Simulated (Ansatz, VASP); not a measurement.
# Two plane-wave programs on Ba3SbP

File POSCAR:

```
Ba3SbP
1.0
    6.1131770000      0.0000000000      0.0000000000
    0.0000000000      6.1131770000      0.0000000000
    0.0000000000      0.0000000000      6.1131770000
Ba Sb P
3 1 1
Direct
    0.0000000000      0.5000000000      0.5000000000
    0.5000000000      0.0000000000      0.5000000000
    0.5000000000      0.5000000000      0.0000000000
    0.0000000000      0.0000000000      0.0000000000
    0.5000000000      0.5000000000      0.5000000000
```

The input INCAR.step1:

```
ALGO = Normal
EDIFF = 1E-5
ENCUT = 550
GGA = PE
GGA_COMPAT = False
ISMEAR = 0
LASPH = True
LCHARG = False
LREAL = False
LWAVE = True
NBANDS = 28
NELM = 120
PREC = Accurate
SIGMA = 0.01
```

Contents of INCAR.step2:

```
ALGO = Normal
EDIFF = 1E-6
ENCUT = 550
GGA_COMPAT = False
ISIF = 2
ISMEAR = 0
ISTART = 1
LASPH = True
LCHARG = False
LMIXTAU = True
LREAL = False
LWAVE = False
METAGGA = R2SCAN
NBANDS = 28
NELM = 120
PREC = Accurate
SIGMA = 0.01
```

File KPOINTS:

```
k-points
0
Gamma
  3 3 3
```

Input for Ansatz:

```yaml
crystal:
  lattice:
    - [6.113177, 0.0, 0.0]
    - [0.0, 6.113177, 0.0]
    - [0.0, 0.0, 6.113177]
  atoms:
    - { symbol: Ba, position: [0.0, 0.5, 0.5] }
    - { symbol: Ba, position: [0.5, 0.0, 0.5] }
    - { symbol: Ba, position: [0.5, 0.5, 0.0] }
    - { symbol: Sb, position: [0.0, 0.0, 0.0] }
    - { symbol: P, position: [0.5, 0.5, 0.5] }
kpoints:
  mp_grid:
    grid: [3, 3, 3]
hamiltonian:
  xc: r2scan
  pseudopotentials:
    kind: nc
scf:
  algorithm: density_mixing
  convergence:
    dr2_threshold: 1.0e-09
  occupations:
    method: fixed
  eigensolver:
    kind: davidson
    mixed_precision: false
output:
  forces: true
  stress: true
```

Alike in both runs: task single point; functional r2SCAN; k mesh 3 × 3 × 3; no spin polarisation.

|  | VASP | Ansatz |
| --- | --- | --- |
| version | VASP 6.6.1 | Ansatz 0.2.0 |
| potentials or method | VASP PAW PBE potentials, release 64 (Ba_sv, Sb, P) | plane waves |
| plane-wave cutoff (eV) | 550 | 1230 |
| occupations | gaussian, width 0.01 eV | fixed |
| valence electrons in the cell | 40 | 50 |

|  | VASP | Ansatz | Ansatz less VASP |
| --- | --- | --- | --- |
| pressure (GPa) | -0.1 | -0.5 | -0.44 |

VASP's potentials were made for PBE, not for r2SCAN. VASP's potentials hold 40 valence electrons a cell and Ansatz's 50, so a difference there can come from the potentials and not from the codes. Ansatz's warnings: metallic iterate, stress scf threshold loose.

Spin-orbit coupling is off throughout.
